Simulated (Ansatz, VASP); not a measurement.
## One calculation of Sn, two programs

```xyz
1
Lattice="-1.8947 1.8947 1.8947 1.8947 -1.8947 1.8947 1.8947 1.8947 -1.8947" Properties=species:S:1:pos:R:3 pbc="T T T"
Sn    0.0000    0.0000    0.0000
```

Alike in both runs: task relaxation of cell and atoms; functional PBE; dispersion D4; k mesh 10 × 10 × 10; occupations fermi-dirac, width 0.05 eV; no spin polarisation.

|  | VASP | Ansatz |
| --- | --- | --- |
| version | VASP 6.6.1 | Ansatz 0.2.0 |
| potentials or method | VASP PAW PBE potentials, release 64 (Sn_d), cutoff 600 eV | all-electron LAPW, scalar-relativistic |

```tsv
	VASP	Ansatz	Ansatz less VASP
relaxed volume (Å³/atom)	26.23	26.23	-0.004
relaxed cell length with the largest relative difference (Å)	3.242	3.242	-0.0001
```

Ansatz ran all-electron here, and VASP with PAW potentials.
